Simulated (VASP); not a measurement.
Ge, 2 atoms in the cell. The typed cell holds 2 atoms: a = 4.015 Å, b = 4.015 Å, c = 4.012 Å, α = 120.02°, β = 59.98°, γ = 120.00°. 

| Item | Value |
| --- | --- |
| Program | VASP 6.6.1 |
| Task | single point |
| Functional | r2SCAN |
| Potentials or basis | VASP PAW PBE potentials, release 64 (Ge_d) |
| Cutoff | 520 eV |
| k mesh | 9 × 9 × 11 |
| Occupations | gaussian, width 0.02 eV |
| Spin | no spin polarisation |
| Dipole correction | no |
| Further INCAR settings | ALGO = Normal; EDIFF = 1e-06; NBANDS = 21; ISYM = 0 |

Potentials or basis: VASP PAW PBE potentials, release 64 (Ge_d).

Launch:

```sh
$ cat potpaw_PBE.64/Ge_d/POTCAR > POTCAR
$ cp INCAR.step1 INCAR
$ mpirun -np 1 vasp_std > vasp.out
$ cp INCAR.step2 INCAR
$ mpirun -np 1 vasp_std > vasp.out
```

Hardware: 1 thread of Intel(R) Xeon(R) 6975P-C (Granite Rapids) (shared host).

Task: How long does it take, and how much memory?

Result: Wall time 9.8 min on 1 thread of Intel(R) Xeon(R) 6975P-C (Granite Rapids), on a shared host, peak memory 0.42 GiB. Counts: k points 446.
